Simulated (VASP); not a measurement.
ScAl3P2, 6 atoms in the cell. The structure is tetragonal, space group P4/mmm (No. 123). Conventional cell: a = 4.581 Å, b = 4.581 Å, c = 5.877 Å, α = 90.00°, β = 90.00°, γ = 90.00°. Within 3.9 Å of Sc (site symmetry 4/mmm) lie 10 Al at 2.94 to 3.73 Å and 8 P at 3.36 Å. Al (site symmetry mmm) has 2 Al at 2.29 Å and 4 P at 3.06 Å within 3.1 Å. Within 3.0 Å of Al (site symmetry 4/mmm) lie 4 Al at 2.29 Å and 2 Sc at 2.94 Å. P (site symmetry 4mm) has 1 P at 1.82 Å within 2.4 Å. The cell was built from a structure type or drawn by symmetry, and may not be a known phase.

- Program: VASP 6.6.1
- Task: relaxation of cell and atoms
- Functional: PBE
- Potentials or basis: VASP PAW PBE potentials, release 64 (Sc_sv, Al, P)
- Cutoff: 600 eV
- k mesh: 4 × 4 × 4
- Occupations: gaussian, width 0.1 eV
- Spin: no spin polarisation
- Dipole correction: no
- Further INCAR settings: ALGO = Normal; EDIFF = 1e-07; IBRION = 2; EDIFFG = -0.04; NSW = 90; ISIF = 3

Potentials or basis: VASP PAW PBE potentials, release 64 (Sc_sv, Al, P).

Command:

```bash
$ cat potpaw_PBE.64/Sc_sv/POTCAR potpaw_PBE.64/Al/POTCAR potpaw_PBE.64/P/POTCAR > POTCAR
$ mpirun -np 1 vasp_std > vasp.out
```

Hardware: 1 thread of AMD EPYC 9R45 96-Core Processor (Zen 5), with other jobs on the host.

Question: How long does it take, and how much memory?

Answer: It took 8.3 min on 1 thread of AMD EPYC 9R45 96-Core Processor (Zen 5), with other jobs on the host, peak memory 0.28 GiB. Counts: scf iterations 217, k points 18, ion steps 20.
